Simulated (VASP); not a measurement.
Input of a VASP 6.6.1 run:

Contents of POSCAR:

```
Ir
1.0
    2.8053401807      0.0000000000      0.0000000000
   -1.4026700903      2.4294958627      0.0000000000
    0.0000000000      0.0000000000      4.5498081014
Ir
2
Direct
    0.3333333333      0.6666666667      0.2500000000
    0.6666666667      0.3333333333      0.7500000000
```

File INCAR.step1:

```
SYSTEM = Ir
ALGO     = Normal         ! electronic algorithm
EDIFF    = 1E-5           ! SCF threshold, eV
ENCUT    = 520            ! plane-wave cutoff, eV
GGA      = PE             ! functional
ISIF     = 2              ! what is computed and relaxed
ISMEAR   = -1             ! smearing method
LASPH    = .TRUE.         ! aspherical terms in the spheres
LCHARG   = .FALSE.        ! write CHGCAR
LREAL    = .FALSE.        ! projectors in reciprocal space
LWAVE    = .TRUE.         ! write WAVECAR
NBANDS   = 16             ! bands
NELM     = 100            ! most SCF steps
PREC     = Accurate       ! precision mode
SIGMA    = 0.05           ! smearing width, eV
```

INCAR.step2

```
SYSTEM = Ir
ALGO     = Normal         ! electronic algorithm
EDIFF    = 1E-6           ! SCF threshold, eV
ENCUT    = 520            ! plane-wave cutoff, eV
GGA      = PE             ! functional
HFSCREEN = 0.2079         ! screening, 1/A
ISIF     = 2              ! what is computed and relaxed
ISMEAR   = -1             ! smearing method
ISTART   = 1            
LASPH    = .TRUE.         ! aspherical terms in the spheres
LCHARG   = .FALSE.        ! write CHGCAR
LHFCALC  = .TRUE.         ! exact exchange
LREAL    = .FALSE.        ! projectors in reciprocal space
LWAVE    = .FALSE.        ! write WAVECAR
NBANDS   = 16             ! bands
NELM     = 100            ! most SCF steps
PREC     = Accurate       ! precision mode
PRECFOCK = Normal       
SIGMA    = 0.05           ! smearing width, eV
```

File KPOINTS:

```
k-points
0
G
  6 6 4
  0 0 0
```

Potentials or basis: VASP PAW PBE potentials, release 64 (Ir).

Command:

```bash
$ cat potpaw_PBE.64/Ir/POTCAR > POTCAR
$ cp INCAR.step1 INCAR
$ mpirun -np 1 vasp_std > vasp.out
$ cp INCAR.step2 INCAR
$ mpirun -np 1 vasp_std > vasp.out
```

(1) Predict the pressure.

(2) Estimate the band gap on the k mesh.

Results:

(1) -29.0 GPa.

(2) zero (bands 9 and 10 overlap by 3.45 eV).

Caveat: the k points lie up to 0.43 Å⁻¹ apart, too coarse for converged energies and pressures of a metal; the PAW data sets were made with another functional, which shifts forces and pressure a little; spin-orbit coupling is left out, which moves the levels of the heavy elements.
